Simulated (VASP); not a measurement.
A run of VASP 6.6.1 is set up as follows.

File INCAR:

```
PREC = Accurate
ENCUT = 520
EDIFF = 1E-6
ISMEAR = -1
SIGMA = 0.02
LREAL = False
LASPH = True
NELM = 100
ALGO = Normal
ISIF = 2
LWAVE = False
LCHARG = True
GGA = PE
LELF = True
LVHAR = True
NBANDS = 29
```

File KPOINTS:

```
regular mesh
0
Gamma
  6 6 6
```

The input POSCAR:

```
NaSnCl3
1.0
    5.4174491484      0.0000000000      0.0000000000
    0.0000000000      5.5280093351      0.0000000000
    0.0000000000      0.0000000000      5.5280093351
Na Sn Cl
1 1 3
Direct
    0.0000000000      0.0000000000      0.0000000000
    0.5000000000      0.5000000000      0.5000000000
    0.5000000000      0.5000000000      0.0000000000
    0.5000000000      0.0000000000      0.5000000000
    0.0000000000      0.5000000000      0.5000000000
```

Potentials or basis: VASP PAW PBE potentials, release 64 (Na_pv, Sn_d, Cl).

Run with:

```console
$ cat potpaw_PBE.64/Na_pv/POTCAR potpaw_PBE.64/Sn_d/POTCAR potpaw_PBE.64/Cl/POTCAR > POTCAR
$ mpirun -np 1 vasp_std > vasp.out
```

Q: Estimate the pressure.

A: 0.9 GPa.

Q: What does it give for the band gap on the k mesh?

A: 0.44 eV (least direct gap 0.61 eV).

Stress tensor (GPa, compression positive):
```
1.66 0.00 0.00
0.00 0.58 0.00
0.00 0.00 0.58
```

Caveat: the cell differs from its parent crystal (uniaxial x strain -2.0%); semilocal functionals underestimate gaps, and a narrow one can read as zero; spin-orbit coupling is left out, which moves the levels of the heavy elements. A k mesh can miss the band edges.
